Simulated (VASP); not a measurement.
Set up this calculation in VASP 6.6.1, as the native input.

```yaml
Task: single point
Functional: PBEsol
Potentials_or_basis: VASP PAW PBE potentials, release 64 (Ta_pv, F)
Cutoff: 520 eV
k_mesh: 12 × 12 × 12
Occupations: gaussian, width 0.15 eV
Spin: no spin polarisation
Dipole_correction: no
Further_INCAR_settings: ALGO = Normal; EDIFF = 1e-07; NBANDS = 24
```

The structure of TaF3 lies in POSCAR:

```
TaF3
1.0
    4.0182360000      0.0000000000      0.0000000000
    0.0000000000      4.0182360000      0.0000000000
    0.0000000000      0.0000000000      3.9012000000
Ta F
1 3
Direct
    0.0000000000      0.0000000000      0.0000000000
    0.5000000000      0.0000000000      0.0000000000
    0.0000000000      0.5000000000      0.0000000000
    0.0000000000      0.0000000000      0.5000000000
```

This cell differs from its parent crystal: strain +0.030 along x and y, +0.000 along z.

The input as run:

INCAR

```
SYSTEM = TaF3
PREC = Accurate
ENCUT = 520
EDIFF = 1E-7
ISMEAR = 0
SIGMA = 0.15
LREAL = .FALSE.
LASPH = .TRUE.
NELM = 80
ALGO = Normal
ISIF = 2
LWAVE = .FALSE.
LCHARG = .FALSE.
GGA = PS
NBANDS = 24
```

KPOINTS

```
regular mesh
0
G
  12 12 12
  0 0 0
```

Potentials or basis: VASP PAW PBE potentials, release 64 (Ta_pv, F).

Command:

```sh
$ cat potpaw_PBE.64/Ta_pv/POTCAR potpaw_PBE.64/F/POTCAR > POTCAR
$ mpirun -np 1 vasp_std > vasp.out
```

Results of the run:

```json
{"Pressure": "10.4 GPa", "Band gap on the k mesh": "zero (bands 16 and 17 overlap by 2.65 eV)"}
```

Caveat: the cell differs from its parent crystal (strain +0.030 along x and y, +0.000 along z); the stress differs along the axes, from 7 to 18 GPa; the PAW data sets were made with another functional, which shifts forces and pressure a little; spin-orbit coupling is left out, which moves the levels of the heavy elements.

Run time: 2.9 min on 1 thread of Intel(R) Xeon(R) 6975P-C (Granite Rapids), on a shared host, peak memory 0.35 GiB.
